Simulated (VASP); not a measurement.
# Re (P6_3/mmc) in VASP: further runs

Re is run at these levels: PBEsol; tasks: single point.

All numbers are computed with VASP 6.6.1; they aren't measurements. Logs are shortened: lines on timing, memory, paths and dates and some standing lists are left out, and cuts for length are marked.

## (1) The cell of the first run

Symmetry: P6_3/mmc, No. 194, hexagonal system. The conventional cell has a = 2.677 Å, b = 2.677 Å, c = 4.316 Å, α = 90.00°, β = 90.00°, γ = 120.00°. Within 3.5 Å of Re (site symmetry -6m2) lie 12 Re at 2.65 to 2.68 Å.

## (2) Single point, PBEsol (13.39 Å³/atom)

The input, INCAR:

```
PREC = Accurate
ENCUT = 520
EDIFF = 1E-7
ISMEAR = -1
SIGMA = 0.1
LREAL = False
LASPH = True
NELM = 100
ALGO = Normal
ISIF = 2
LWAVE = False
LCHARG = False
GGA = PS
NBANDS = 14
```

The input, KPOINTS:

```
Automatic mesh
0
Gamma
  21 21 12
```

The input, POSCAR:

```
Re
1.0
    2.6767927023      0.0000000000      0.0000000000
   -1.3383963512      2.3181704809      0.0000000000
    0.0000000000      0.0000000000      4.3162246732
Re
2
Direct
    0.3333333333      0.6666666667      0.2500000000
    0.6666666667      0.3333333333      0.7500000000
```

Potentials or basis: VASP PAW PBE potentials, release 64 (Re).

On the command line:

```sh
> cat potpaw_PBE.64/Re/POTCAR > POTCAR
> mpirun -np 1 vasp_std > vasp.out
```

OUTCAR:

```text
PREC = Accurate
   ENCUT = 520
   EDIFF = 1E-7
   ISMEAR = -1
   LREAL = False
   LASPH = True
   NELM = 100
   ISIF = 2
   GGA = PS

 ion  position               nearest neighbor table
   1  0.333  0.667  0.250-   2 2.65   2 2.65   2 2.65   2 2.65   2 2.65   2 2.65
   2  0.667  0.333  0.750-   1 2.65   1 2.65   1 2.65   1 2.65   1 2.65   1 2.65

  LATTYP: Found a hexagonal cell.
 ALAT       =     2.6767927023
 C/A-ratio  =     1.6124613122

  Lattice vectors:

 A1 = (   2.6767927023,   0.0000000000,   0.0000000000)
 A2 = (  -1.3383963512,   2.3181704809,   0.0000000000)
 A3 = (   0.0000000000,   0.0000000000,   4.3162246732)

Analysis of symmetry for initial positions (statically):
=====================================================================
 Subroutine PRICEL returns:
 Original cell was already a primitive cell.

 Routine SETGRP: Setting up the symmetry group for a
 hexagonal supercell.

 Subroutine GETGRP returns: Found 24 space group operations
 (whereof 12 operations were pure point group operations)
 out of a pool of 24 trial point group operations.

The static configuration has the point symmetry D_3d.
 The point group associated with its full space group is D_6h.

Analysis of symmetry for dynamics (positions and initial velocities):
=====================================================================
 Subroutine PRICEL returns:
 Original cell was already a primitive cell.

 Routine SETGRP: Setting up the symmetry group for a
 hexagonal supercell.

 Subroutine GETGRP returns: Found 24 space group operations
 (whereof 12 operations were pure point group operations)
 out of a pool of 24 trial point group operations.

The dynamic configuration has the point symmetry D_3d.
 The point group associated with its full space group is D_6h.

 Subroutine INISYM returns: Found 24 space group operations
 (whereof 12 operations are pure point group operations),
 and found     1 'primitive' translations

----------------------------------------------------------------------------------------

                                     Primitive cell

  volume of cell :      26.7833

  direct lattice vectors                    reciprocal lattice vectors
     2.676792702  0.000000000  0.000000000     0.373581413  0.215687329  0.000000000
    -1.338396351  2.318170481  0.000000000     0.000000000  0.431374659  0.000000000
     0.000000000  0.000000000  4.316224673     0.000000000  0.000000000  0.231683954

  length of vectors
     2.676792702  2.676792702  4.316224673     0.431374659  0.431374659  0.231683954

  position of ions in fractional coordinates (direct lattice)
     0.333333333  0.666666667  0.250000000
     0.666666667  0.333333333  0.750000000

  ion indices of the primitive-cell ions
   primitive index   ion index
                 1           1
                 2           2

----------------------------------------------------------------------------------------

 KPOINTS: Automatic mesh

Automatic generation of k-mesh.
 Grid dimensions read from file:
 generate k-points for:   21   21   12

 Generating k-lattice:

  Cartesian coordinates                     Fractional coordinates (reciprocal lattice)
     0.017789591  0.010270825  0.000000000     0.047619048  0.000000000  0.000000000
     0.000000000  0.020541650  0.000000000     0.000000000  0.047619048  0.000000000
     0.000000000  0.000000000  0.019306996     0.000000000  0.000000000  0.083333333

  Length of vectors
     0.020541650  0.020541650  0.019306996

  Shift w.r.t. Gamma in fractional coordinates (k-lattice)
     0.000000000  0.000000000  0.000000000

 Subroutine IBZKPT returns following result:
 ===========================================

 Found    336 irreducible k-points:

 Following reciprocal coordinates:
            Coordinates               Weight
  0.000000  0.000000  0.000000      1.000000
  0.047619  0.000000  0.000000      6.000000
  0.095238  0.000000  0.000000      6.000000
  0.142857  0.000000  0.000000      6.000000
  0.190476  0.000000  0.000000      6.000000
  0.238095  0.000000  0.000000      6.000000
[... 16 lines left out ...]
  0.142857  0.095238  0.000000     12.000000
  0.190476  0.095238  0.000000     12.000000
 [... further k-points ...]
   k-points           NKPTS =    336   k-points in BZ     NKDIM =    336   number of bands    NBANDS=     14
   number of dos      NEDOS =    301   number of ions     NIONS =      2
   total plane-waves  NPLWV =  12800
   dimension x,y,z NGX =    20 NGY =   20 NGZ =   32
   dimension x,y,z NGXF=    40 NGYF=   40 NGZF=   64
   ions per type =               2
   NGX,Y,Z   is equivalent  to a cutoff of  12.42, 12.42, 12.33 a.u.
   NGXF,Y,Z  is equivalent  to a cutoff of  24.84, 24.84, 24.65 a.u.
 SYSTEM =  unknown system
   PREC   = accura    normal or accurate (medium, high low for compatibility)
   ISTART =      0    job   : 0-new  1-cont  2-samecut
   ICHARG =      2    charge: 1-file 2-atom 10-const
   ISPIN  =      1    spin polarized calculation?
   LNONCOLLINEAR =      F non collinear calculations
   LSORBIT =      F    spin-orbit coupling
   LASPH  =      T    aspherical Exc in radial PAW
   ENCUT  =  520.0 eV  38.22 Ry    6.18 a.u.   4.98  4.98  8.03*2*pi/ulx,y,z
   NELM   =    100;   NELMIN=  2; NELMDL= -5     # of ELM steps
   EDIFF  = 0.1E-06   stopping-criterion for ELM
   LREAL  =      F    real-space projection
   EDIFFG = 0.1E-05   stopping-criterion for IOM
   NSW    =      0    number of steps for IOM
   IBRION =     -1    ionic relax: 0-MD 1-quasi-New 2-CG
   NFREE  =      0    steps in history (QN), initial steepest desc. (CG)
   ISIF   =      2    stress and relaxation
   ISYM   =      2    0-nonsym 1-usesym 2-fastsym
   POTIM  = 0.5000    time-step for ionic-motion
   TEBEG  =    0.0;   TEEND  =   0.0 temperature during run
   PSTRESS=    0.0 pullay stress
   NELECT =      14.0000    total number of electrons
   NUPDOWN=      -1.0000    fix difference up-down
   EMIN   =  10.00;   EMAX   =-10.00  energy-range for DOS
   EFERMI =   0.00;   METHOD = LEGACY
   ISMEAR =    -1;   SIGMA  =   0.10  broadening in eV -4-tet -1-fermi 0-gaus
   EFERMI_NEDOS =   21; number of points for ismear=-14 and -15
   IALGO  =     38    algorithm
   IMIX   =      4    mixing-type and parameters
     AMIX     =   0.40;   BMIX     =  1.00
     AMIX_MAG =   1.60;   BMIX_MAG =  1.00
  volume/ion in A,a.u.               =      13.39        90.37
  Fermi-wavevector in a.u.,A,eV,Ry     =   1.318751  2.492078 23.661948  1.739104
  Thomas-Fermi vector in A             =   2.448698
   LORBIT       =      0    0 simple, 1 ext, 2 COOP (PROOUT), +10 PAW based schemes
   GGA     = PS    functional components
   LHFCALC =     F    Hartree Fock is set to
   AEXX    =    0.0000 exact exchange contribution
   IVDW    =     0    specifies the selected vdW correction
   LEPSILON=     F    determine dielectric tensor
   LRPA    =     F    only Hartree local field effects (RPA)
 non-spin polarized calculation
  energy-cutoff  :      520.00
  volume of cell :       26.78
 maximum number of plane-waves:       756
 NGX is ok and might be reduce to    20
   NGX =  9   NGY =  9   NGZ = 17

 number of electron      13.9999999 magnetization

 Free energy of the ion-electron system (eV)
  ---------------------------------------------------
  ext. energy  EPLUGINS =         0.00000000
  ---------------------------------------------------
  free energy    TOTEN  =       -26.48974715 eV

  energy without entropy =      -26.44174055  energy(sigma->0) =      -26.46574385

 E-fermi :   8.9307     XC(G=0): -14.3384

 val. band max:        8.9294491134   @ k =   0.1429   0.0952   0.1667
 cond. band min:       8.9317234372   @ k =   0.4762   0.0476   0.5000
 fundamental gap:      0.0022743238
 Fermi energy:         8.9306584926

 k-point     1 :       0.0000    0.0000    0.0000
  band No.  band energies     occupation
      1      -1.6226      2.00000
      2       1.5576      2.00000
      3       7.0635      2.00000
      4       7.0635      2.00000
      5       7.1043      2.00000
      6       8.0464      1.99971
      7       8.0464      1.99971
      8       9.0971      0.31841
      9       9.0971      0.31841
     10       9.8088      0.00031
     11      12.7498      0.00000
     12      12.7498      0.00000
     13      20.2426      0.00000
     14      23.1969      0.00000

 k-point     2 :       0.0476    0.0000    0.0000
  band No.  band energies     occupation
      1      -1.5178      2.00000
      2       1.6568      2.00000
      3       6.7210      2.00000
      4       7.1606      2.00000
      5       7.4090      2.00000
      6       7.9668      1.99987
      7       8.1388      1.99927
      8       8.9211      1.04776
      9       9.0101      0.62241
     10       9.4613      0.00987
     11      12.8130      0.00000
     12      13.2717      0.00000
     13      20.2551      0.00000
     14      23.4395      0.00000

 k-point     3 :       0.0952    0.0000    0.0000
  band No.  band energies     occupation
      1      -1.2110      2.00000
      2       1.9401      2.00000
      3       6.3057      2.00000
      4       7.4496      2.00000
      5       7.6555      1.99999
      6       7.8401      1.99996
      7       8.1759      1.99895
      8       8.4131      1.98876
      9       8.7753      1.65074
     10       9.1104      0.28425
     11      12.9777      0.00000
     12      14.3715      0.00000
     13      20.2606      0.00000
     14      24.1316      0.00000
[... 324 lines left out ...]
 k-point    23 :       0.1429    0.0952    0.0000
  band No.  band energies     occupation
      1       0.1705      2.00000
      2       3.0543      2.00000
      3       5.2397      2.00000
      4       6.0006      2.00000
      5       7.0709      2.00000
      6       7.5065      2.00000
      7       8.6012      1.92847
      8       8.8624      1.32866
      9       8.9657      0.82676
     10       9.9574      0.00007
     11      13.3327      0.00000
     12      17.5442      0.00000
     13      19.9499      0.00000
     14      26.4053      0.00000

 k-point    24 :       0.1905    0.0952    0.0000
  band No.  band energies     occupation
      1       0.8659      2.00000
      2       3.3552      2.00000
      3       5.0701      2.00000
      4       5.2050      2.00000
      5       6.9239      2.00000
      6       7.1765      2.00000
      7       8.5983      1.93043
      8       9.1115      0.28169
      9       9.8128      0.00029
     10      10.8139      0.00000
     11      13.4583      0.00000
     12      18.8079      0.00000
     13      19.7087      0.00000
     14      25.7423      0.00000

 [... further k-points ...]

------------------------ aborting loop because EDIFF is reached ----------------------------------------

  FORCE on cell =-STRESS in cart. coord.  units (eV):
  Direction    XX          YY          ZZ          XY          YZ          ZX
  --------------------------------------------------------------------------------------
  -------------------------------------------------------------------------------------
  Total        6.7140020      6.7140020      6.7846805     -0.0000000      0.0000000      0.0000000
  in kB      401.6316187    401.6316188    405.8596081     -0.0000000      0.0000000      0.0000000
  external PRESSURE =     403.0409485 kB  Pullay stress =       0.0000000 kB

 VOLUME and BASIS-vectors are now :
 -----------------------------------------------------------------------------
  energy-cutoff  :      520.00
  volume of cell :       26.78
      direct lattice vectors                 reciprocal lattice vectors
     2.676792702  0.000000000  0.000000000     0.373581413  0.215687329  0.000000000
    -1.338396351  2.318170481  0.000000000     0.000000000  0.431374659  0.000000000
     0.000000000  0.000000000  4.316224673     0.000000000  0.000000000  0.231683954

 POSITION                                       TOTAL-FORCE (eV/Angst)
 -----------------------------------------------------------------------------------
     -0.00000      1.54545      1.07906        -0.000000      0.000000      0.000000
      1.33840      0.77272      3.23717         0.000000     -0.000000      0.000000
 -----------------------------------------------------------------------------------
    total drift:                               -0.000000      0.000000     -0.000000

  FREE ENERGIE OF THE ION-ELECTRON SYSTEM (eV)
  ---------------------------------------------------
  free  energy   TOTEN  =       -26.4897471489 eV

  energy  without entropy=      -26.4417405474  energy(sigma->0) =      -26.46574385
```

It took 2.3 min on 1 thread of Intel Xeon 8259CL, shared host; peak memory 0.23 GiB.

What came out:

| Property | Result |
| --- | --- |
| Free energy | -26.4897 eV |
| Pressure | 40.3 GPa |
| Band gap on the k mesh | zero (bands 7 and 8 overlap by 3.89 eV) |

Stress tensor (GPa, compression positive):
```
40.16  0.00  0.00
 0.00 40.16  0.00
 0.00  0.00 40.59
```

Levels at points of the mesh, in eV from the Fermi level:
```tsv
k point	band 5	band 6	band 7	band 8	band 9	band 10
(0.00, 0.00, 0.00)	-1.83	-0.88	-0.88	0.17	0.17	0.88
(0.00, 0.00, 0.50)	-2.01	-2.01	-2.01	-2.01	2.92	2.92
```

Caveat: the cell stands under pressure; the PAW data sets were made with another functional, which shifts forces and pressure a little; spin-orbit coupling is left out, which moves the levels of the heavy elements.

## (3) Single point, PBEsol (13.97 Å³/atom)

This run uses another cell than the first one, of 13.97 Å³/atom.

The input, INCAR:

```
SYSTEM = Re
PREC = Accurate
ENCUT = 520
EDIFF = 1E-6
ISMEAR = -1
SIGMA = 0.1
LREAL = .False.
LASPH = .True.
NELM = 60
ALGO = Normal
ISIF = 2
LWAVE = .False.
LCHARG = .False.
GGA = PS
NBANDS = 14
```

The input, KPOINTS:

```
regular mesh
0
Gamma
  21 21 12
  0 0 0
```

The input, POSCAR:

```
Re
1.0
    2.7150377652      0.0000000000      0.0000000000
   -1.3575188826      2.3512916769      0.0000000000
    0.0000000000      0.0000000000      4.3778933574
Re
2
Direct
    0.3333333333      0.6666666667      0.2500000000
    0.6666666667      0.3333333333      0.7500000000
```

Potentials or basis: VASP PAW PBE potentials, release 64 (Re).

On the command line:

```sh
> cat potpaw_PBE.64/Re/POTCAR > POTCAR
> mpirun -np 1 vasp_std > vasp.out
```

It took 2.2 min on 1 thread of Intel Xeon 8259CL, shared host; peak memory 0.24 GiB.

It converged, with:

```yaml
Free_energy: -26.6995 eV
Pressure: 18.0 GPa
Band_gap_on_the_k_mesh: zero (bands 7 and 8 overlap by 3.58 eV)
```

Stress tensor (GPa, compression positive):
```
17.92  0.00  0.00
 0.00 17.92  0.00
 0.00  0.00 18.15
```

Levels at points of the mesh, in eV from the Fermi level:
```
           k point  band 5  band 6  band 7  band 8  band 9  band 10
(0.00, 0.00, 0.00)   -1.70   -0.82   -0.82    0.17    0.17     0.75
(0.00, 0.00, 0.50)   -1.87   -1.87   -1.87   -1.87    2.75     2.75
```

Caveat: the cell stands under pressure; the PAW data sets were made with another functional, which shifts forces and pressure a little; spin-orbit coupling is left out, which moves the levels of the heavy elements.

## (4) Single point, PBEsol

This run uses another cell than the first one, of 14.56 Å³/atom.

The input, INCAR:

```
PREC     = Accurate       # precision mode
ENCUT    = 520            # plane-wave cutoff, eV
EDIFF    = 1E-6           # SCF threshold, eV
ISMEAR   = -1             # smearing method
SIGMA    = 0.1            # smearing width, eV
LREAL    = False          # projectors in reciprocal space
LASPH    = True           # aspherical terms in the spheres
NELM     = 60             # most SCF steps
ALGO     = Normal         # electronic algorithm
ISIF     = 2              # what is computed and relaxed
LWAVE    = False          # write WAVECAR
LCHARG   = False          # write CHGCAR
GGA      = PS             # functional
NBANDS   = 14             # bands
```

The input, KPOINTS:

```
Automatic mesh
0
Gamma
  21 21 12
```

The input, POSCAR:

```
Re
1.0
    2.7522346856      0.0000000000      0.0000000000
   -1.3761173428      2.3835051549      0.0000000000
    0.0000000000      0.0000000000      4.4378719525
Re
2
Direct
    0.3333333333      0.6666666667      0.2500000000
    0.6666666667      0.3333333333      0.7500000000
```

On the command line:

```sh
> cat potpaw_PBE.64/Re/POTCAR > POTCAR
> mpirun -np 1 vasp_std > vasp.out
```

Run time: 2.2 min. Hardware: 1 thread of Intel Xeon 8259CL, shared host; peak memory 0.24 GiB.

Results (log left out):

| Quantity | Value |
| --- | --- |
| Free energy | -26.7638 eV |
| Pressure | 0.1 GPa |
| Band gap on the k mesh | zero (bands 7 and 8 overlap by 3.32 eV) |

Levels at points of the mesh, in eV from the Fermi level:
```
           k point  band 3  band 4  band 5  band 6  band 7  band 8  band 9  band 10  band 11  band 12
(0.00, 0.00, 0.00)   -1.62   -1.62   -1.59   -0.76   -0.76    0.18    0.18     0.65     3.42     3.42
(0.00, 0.00, 0.50)   -2.41   -2.41   -1.75   -1.75   -1.75   -1.75    2.60     2.60     2.60     2.60
```

Caveat: the PAW data sets were made with another functional, which shifts forces and pressure a little; spin-orbit coupling is left out, which moves the levels of the heavy elements.

## (5) Summary

```tsv
cell	gap on the mesh (eV)	pressure (GPa)
a = 2.677, b = 2.677, c = 4.316 Å, angles 90.0, 90.0, 120.0°, 2 atoms	none	40.3
a = 2.715, b = 2.715, c = 4.378 Å, angles 90.0, 90.0, 120.0°, 2 atoms	none	18.0
a = 2.752, b = 2.752, c = 4.438 Å, angles 90.0, 90.0, 120.0°, 2 atoms	none	0.1
```

Alike in all rows: task single point; level PBEsol; potentials or basis VASP PAW PBE potentials, release 64 (Re); no spin polarisation; k mesh 21 × 21 × 12; cutoff (eV) 520; smearing fermi-dirac 0.1 eV.

Caveats: the PAW data sets were made with another functional, which shifts forces and pressure a little; spin-orbit coupling is left out, which moves the levels of the heavy elements; the cell stands under pressure (at least some runs).

Absolute energies hang on the potentials; compare differences alone.
